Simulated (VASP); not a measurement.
## Pt: single point with PBE0

The system is Pt.

```
CELL_PARAMETERS angstrom
-1.58422 1.58422 1.58422
1.58422 -1.58422 1.58422
1.58422 1.58422 -1.58422
ATOMIC_POSITIONS crystal
Pt 0.00000 0.00000 0.00000
```

| Property | Result |
| --- | --- |
| Program | VASP 6.6.1 |
| Task | single point |
| Functional | PBE0 |
| Potentials or basis | VASP PAW PBE potentials, release 64 (Pt) |
| Cutoff | 520 eV |
| k mesh | 6 × 6 × 6 |
| Occupations | fermi-dirac, width 0.05 eV |
| Spin | no spin polarisation |
| Dipole correction | no |
| Grid for exact exchange (PRECFOCK) | Normal |
| Further INCAR settings | ALGO = Normal; EDIFF = 1e-07; NBANDS = 11 |

| Property | Result |
| --- | --- |
| Pressure | -8.8 GPa |
| Band gap on the k mesh | zero (band 5 reaches 10.98 eV, above the bottom of band 6 at 7.51 eV) |

Levels at points of the mesh, in eV from the Fermi level:
| k point | band 3 | band 4 | band 5 | band 6 | band 7 | band 8 |
| --- | --- | --- | --- | --- | --- | --- |
| (0.00, 0.00, 0.00) | -4.42 | -4.42 | -2.00 | -2.00 | 18.89 | 18.89 |
| (0.50, 0.00, 0.00) | -2.07 | -1.53 | 0.88 | 1.58 | 7.87 | 14.90 |
| (0.50, 0.50, 0.50) | 1.00 | 1.00 | 1.00 | 9.08 | 9.08 | 9.08 |

Wall time 4 min on 1 thread of Intel(R) Xeon(R) Platinum 8488C (Sapphire Rapids) (shared host), peak memory 0.14 GiB.

Caveat: the k points lie up to 0.47 Å⁻¹ apart; the PAW data sets were made with another functional, which shifts forces and pressure a little; spin-orbit coupling is left out, which moves the levels of the heavy elements.
